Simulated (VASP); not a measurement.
# Cs (Im-3m) in VASP: a series of runs

Runs on Cs. Level: LDA. Tasks: electric field gradients.

Everything below comes from runs of VASP 6.6.1. Logs are shortened: lines on timing, memory, paths and dates and some standing lists are left out, and cuts for length are marked.

### 1 The cell of the first run

It takes space group Im-3m (No. 229, cubic). Conventional cell: a = 6.125 Å, b = 6.125 Å, c = 6.125 Å, α = 90.00°, β = 90.00°, γ = 90.00°.

### 2 Electric field gradients, LDA (volume scaled by 1.04)

Input file INCAR:

```
SYSTEM = Cs
PREC = Accurate
ENCUT = 520
EDIFF = 1E-8
ISMEAR = -1
SIGMA = 0.05
LREAL = .False.
LASPH = .True.
NELM = 60
ALGO = Normal
ISIF = 2
LWAVE = .False.
LCHARG = .False.
GGA = CA
LEFG = .True.
NBANDS = 10
```

Input file KPOINTS:

```
Automatic mesh
0
Gamma
  9 9 9
  0 0 0
```

Input file POSCAR:

```
Cs
1.0
   -3.0622742980      3.0622742980      3.0622742980
    3.0622742980     -3.0622742980      3.0622742980
    3.0622742980      3.0622742980     -3.0622742980
Cs
1
Direct
    0.0000000000      0.0000000000      0.0000000000
```

Potentials or basis: VASP PAW LDA potentials, release 64 (Cs_sv).

Run with:

```sh
$ cat potpaw_LDA.64/Cs_sv/POTCAR > POTCAR
$ mpirun -np 1 vasp_std > vasp.out
```

OUTCAR:

```text
SYSTEM = Cs
   PREC = Accurate
   ENCUT = 520
   EDIFF = 1E-8
   ISMEAR = -1
   LREAL = .False.
   LASPH = .True.
   NELM = 60
   ISIF = 2
   GGA = CA

 ion  position               nearest neighbor table
   1  0.000  0.000  0.000-

  LATTYP: Found a body centered cubic cell.
 ALAT       =     6.1245485960

  Lattice vectors:

 A1 = (  -3.0622742980,   3.0622742980,   3.0622742980)
 A2 = (   3.0622742980,  -3.0622742980,   3.0622742980)
 A3 = (   3.0622742980,   3.0622742980,  -3.0622742980)

Analysis of symmetry for initial positions (statically):
=====================================================================
 Subroutine PRICEL returns:
 Original cell was already a primitive cell.

 Routine SETGRP: Setting up the symmetry group for a
 body centered cubic supercell.

 Subroutine GETGRP returns: Found 48 space group operations
[... 9 lines left out ...]

 Routine SETGRP: Setting up the symmetry group for a
 body centered cubic supercell.

 Subroutine GETGRP returns: Found 48 space group operations
[... 11 lines left out ...]
                                     Primitive cell

  volume of cell :     114.8662

  direct lattice vectors                    reciprocal lattice vectors
    -3.062274298  3.062274298  3.062274298     0.000000000  0.163277339  0.163277339
     3.062274298 -3.062274298  3.062274298     0.163277339  0.000000000  0.163277339
     3.062274298  3.062274298 -3.062274298     0.163277339  0.163277339  0.000000000

  length of vectors
     5.304014671  5.304014671  5.304014671     0.230909028  0.230909028  0.230909028

  position of ions in fractional coordinates (direct lattice)
     0.000000000  0.000000000  0.000000000

  ion indices of the primitive-cell ions
   primitive index   ion index
                 1           1

----------------------------------------------------------------------------------------

 KPOINTS: Automatic mesh

Automatic generation of k-mesh.
 Grid dimensions read from file:
 generate k-points for:    9    9    9

 Generating k-lattice:

  Cartesian coordinates                     Fractional coordinates (reciprocal lattice)
     0.000000000  0.018141927  0.018141927     0.111111111  0.000000000  0.000000000
     0.018141927  0.000000000  0.018141927     0.000000000  0.111111111  0.000000000
     0.018141927  0.018141927  0.000000000     0.000000000  0.000000000  0.111111111

  Length of vectors
     0.025656559  0.025656559  0.025656559

  Shift w.r.t. Gamma in fractional coordinates (k-lattice)
     0.000000000  0.000000000  0.000000000

 Subroutine IBZKPT returns following result:
 ===========================================

 Found     35 irreducible k-points:

 Following reciprocal coordinates:
            Coordinates               Weight
  0.000000  0.000000  0.000000      1.000000
  0.111111  0.000000  0.000000     12.000000
  0.222222  0.000000  0.000000     12.000000
  0.333333  0.000000  0.000000     12.000000
  0.444444  0.000000  0.000000     12.000000
  0.111111  0.111111  0.000000     24.000000
[... 16 lines left out ...]
 -0.333333  0.444444  0.111111     48.000000
 -0.444444 -0.444444  0.111111     24.000000
 [... further k-points ...]
   k-points           NKPTS =     35   k-points in BZ     NKDIM =     35   number of bands    NBANDS=     10
   number of dos      NEDOS =    301   number of ions     NIONS =      1
   total plane-waves  NPLWV =  64000
   dimension x,y,z NGX =    40 NGY =   40 NGZ =   40
   dimension x,y,z NGXF=    80 NGYF=   80 NGZF=   80
   ions per type =               1
   NGX,Y,Z   is equivalent  to a cutoff of  12.54, 12.54, 12.54 a.u.
   NGXF,Y,Z  is equivalent  to a cutoff of  25.07, 25.07, 25.07 a.u.
 SYSTEM =  Cs
   PREC   = accura    normal or accurate (medium, high low for compatibility)
   ISTART =      0    job   : 0-new  1-cont  2-samecut
   ICHARG =      2    charge: 1-file 2-atom 10-const
   ISPIN  =      1    spin polarized calculation?
   LNONCOLLINEAR =      F non collinear calculations
   LSORBIT =      F    spin-orbit coupling
   LASPH  =      T    aspherical Exc in radial PAW
   ENCUT  =  520.0 eV  38.22 Ry    6.18 a.u.   9.86  9.86  9.86*2*pi/ulx,y,z
   NELM   =     60;   NELMIN=  2; NELMDL= -5     # of ELM steps
   EDIFF  = 0.1E-07   stopping-criterion for ELM
   LREAL  =      F    real-space projection
   EDIFFG = 0.1E-06   stopping-criterion for IOM
   NSW    =      0    number of steps for IOM
   IBRION =     -1    ionic relax: 0-MD 1-quasi-New 2-CG
   NFREE  =      0    steps in history (QN), initial steepest desc. (CG)
   ISIF   =      2    stress and relaxation
   ISYM   =      2    0-nonsym 1-usesym 2-fastsym
   POTIM  = 0.5000    time-step for ionic-motion
   TEBEG  =    0.0;   TEEND  =   0.0 temperature during run
   PSTRESS=    0.0 pullay stress
   NELECT =       9.0000    total number of electrons
   NUPDOWN=      -1.0000    fix difference up-down
   EMIN   =  10.00;   EMAX   =-10.00  energy-range for DOS
[... 5 lines left out ...]
     AMIX     =   0.40;   BMIX     =  1.00
     AMIX_MAG =   1.60;   BMIX_MAG =  1.00
  volume/ion in A,a.u.               =     114.87       775.16
  Fermi-wavevector in a.u.,A,eV,Ry     =   0.700527  1.323804  6.676898  0.490738
  Thomas-Fermi vector in A             =   1.784705
   LORBIT       =      0    0 simple, 1 ext, 2 COOP (PROOUT), +10 PAW based schemes
   GGA     = CA    functional components
   LHFCALC =     F    Hartree Fock is set to
   AEXX    =    0.0000 exact exchange contribution
   IVDW    =     0    specifies the selected vdW correction
   LEPSILON=     F    determine dielectric tensor
   LRPA    =     F    only Hartree local field effects (RPA)
 non-spin polarized calculation
  energy-cutoff  :      520.00
  volume of cell :      114.87
 maximum number of plane-waves:      3117
   NGX = 19   NGY = 19   NGZ = 19

 number of electron       9.0000001 magnetization

 Free energy of the ion-electron system (eV)
  ---------------------------------------------------
  ext. energy  EPLUGINS =         0.00000000
  ---------------------------------------------------
  free energy    TOTEN  =        -0.97721479 eV

  energy without entropy =       -0.96725249  energy(sigma->0) =       -0.97223364

 E-fermi :   0.2897     XC(G=0):  -5.5469

 val. band max:        0.2849806025   @ k =  -0.3333   0.4444   0.1111
 cond. band min:       0.3363961310   @ k =  -0.4444   0.4444   0.1111
 fundamental gap:      0.0514155285
 Fermi energy:         0.2896520823

 k-point     1 :       0.0000    0.0000    0.0000
  band No.  band energies     occupation
      1     -23.5366      2.00000
      2     -10.2714      2.00000
      3     -10.2714      2.00000
      4     -10.2714      2.00000
      5      -1.3965      2.00000
      6       2.7074      0.00000
      7       2.7074      0.00000
      8       2.7074      0.00000
      9       3.6004      0.00000
     10       3.6004      0.00000

 k-point     2 :       0.1111    0.0000    0.0000
  band No.  band energies     occupation
      1     -23.5358      2.00000
      2     -10.2886      2.00000
      3     -10.2770      2.00000
      4     -10.2714      2.00000
      5      -1.2592      2.00000
      6       2.5716      0.00000
      7       2.5838      0.00000
      8       2.8447      0.00000
      9       3.4177      0.00000
     10       3.5820      0.00000

 k-point     3 :       0.2222    0.0000    0.0000
  band No.  band energies     occupation
      1     -23.5337      2.00000
      2     -10.3313      2.00000
      3     -10.2911      2.00000
      4     -10.2714      2.00000
      5      -0.8721      2.00000
      6       2.1399      0.00000
      7       2.2938      0.00000
      8       3.2487      0.00000
      9       3.4038      0.00000
     10       3.5914      0.00000

 k-point     4 :       0.3333    0.0000    0.0000
  band No.  band energies     occupation
      1     -23.5314      2.00000
      2     -10.3787      2.00000
      3     -10.3070      2.00000
      4     -10.2715      2.00000
      5      -0.3180      1.99999
      6       1.6511      0.00000
      7       2.0455      0.00000
      8       3.5078      0.00000
      9       3.7168      0.00000
     10       3.8946      0.00000
[... 222 lines left out ...]
 k-point    22 :      -0.4444    0.4444    0.1111
  band No.  band energies     occupation
      1     -23.5293      2.00000
      2     -10.4044      2.00000
      3     -10.3237      2.00000
      4     -10.2838      2.00000
      5       0.3364      0.56387
      6       1.2670      0.00000
      7       2.0222      0.00000
      8       2.9286      0.00000
      9       3.9087      0.00000
     10       4.6639      0.00000

 k-point    23 :      -0.3333    0.4444    0.1111
  band No.  band energies     occupation
      1     -23.5291      2.00000
      2     -10.3880      2.00000
      3     -10.3322      2.00000
      4     -10.2942      2.00000
      5       0.2850      1.04668
      6       1.4169      0.00000
      7       1.9997      0.00000
      8       2.9372      0.00000
      9       3.6164      0.00000
     10       4.3067      0.00000

 k-point    24 :      -0.4444   -0.4444    0.1111
  band No.  band energies     occupation
      1     -23.5284      2.00000
      2     -10.3989      2.00000
      3     -10.3397      2.00000
      4     -10.2940      2.00000
      5       0.6804      0.00081
      6       1.1551      0.00000
      7       1.8794      0.00000
      8       2.8635      0.00000
      9       3.8329      0.00000
     10       4.5201      0.00000

 [... further k-points ...]
[... 5 lines left out ...]
  --------------------------------------------------------------------------------------
  -------------------------------------------------------------------------------------
  Total       -0.2441379     -0.2441379     -0.2441379     -0.0000000     -0.0000000     -0.0000000
  in kB       -3.4052855     -3.4052855     -3.4052855     -0.0000000     -0.0000000     -0.0000000
  external PRESSURE =      -3.4052855 kB  Pullay stress =       0.0000000 kB

 VOLUME and BASIS-vectors are now :
 -----------------------------------------------------------------------------
  energy-cutoff  :      520.00
  volume of cell :      114.87
      direct lattice vectors                 reciprocal lattice vectors
    -3.062274298  3.062274298  3.062274298     0.000000000  0.163277339  0.163277339
     3.062274298 -3.062274298  3.062274298     0.163277339  0.000000000  0.163277339
     3.062274298  3.062274298 -3.062274298     0.163277339  0.163277339  0.000000000

 POSITION                                       TOTAL-FORCE (eV/Angst)
 -----------------------------------------------------------------------------------
      0.00000      0.00000      0.00000        -0.000000      0.000000     -0.000000
 -----------------------------------------------------------------------------------
    total drift:                                0.000000      0.000000      0.000000

  FREE ENERGIE OF THE ION-ELECTRON SYSTEM (eV)
  ---------------------------------------------------
  free  energy   TOTEN  =        -0.9772147912 eV

  energy  without entropy=       -0.9672524863  energy(sigma->0) =       -0.97223364

 Electric field gradients (V/A^2)
---------------------------------------------------------------------
 ion       V_xx      V_yy      V_zz      V_xy      V_xz      V_yz
---------------------------------------------------------------------
   1      -0.000    -0.000    -0.000    -0.000    -0.000    -0.000
---------------------------------------------------------------------

 Electric field gradients after diagonalization (V/A^2)
 (convention: |V_zz| > |V_xx| > |V_yy|)
----------------------------------------------------------------------
 ion       V_xx      V_yy      V_zz     asymmetry (V_yy - V_xx)/ V_zz
----------------------------------------------------------------------
   1       0.000     0.000    -0.000       0.000
----------------------------------------------------------------------

           NMR quadrupolar parameters

 Cq : quadrupolar parameter    Cq=e*Q*V_zz/h
 eta: asymmetry parameters     (V_yy - V_xx)/ V_zz
 Q  : nuclear electric quadrupole moment in mb (millibarn)
----------------------------------------------------------------------
 ion       Cq(MHz)       eta       Q (mb)
----------------------------------------------------------------------
   1      -0.000       0.000       1.000
----------------------------------------------------------------------
```

Wall time 13 s (1 thread of AMD EPYC 9R45 (Zen 5), shared host); peak memory 0.17 GiB.

Results:

* Free energy: -0.9772 eV
* Pressure: -0.3 GPa

Caveat: without QUAD_EFG the Cq values of the log hold for a quadrupole moment of 1 mb, not for the nuclei; spin-orbit coupling is left out, which moves the levels of the heavy elements.

(Continued in part 2 of 2.)
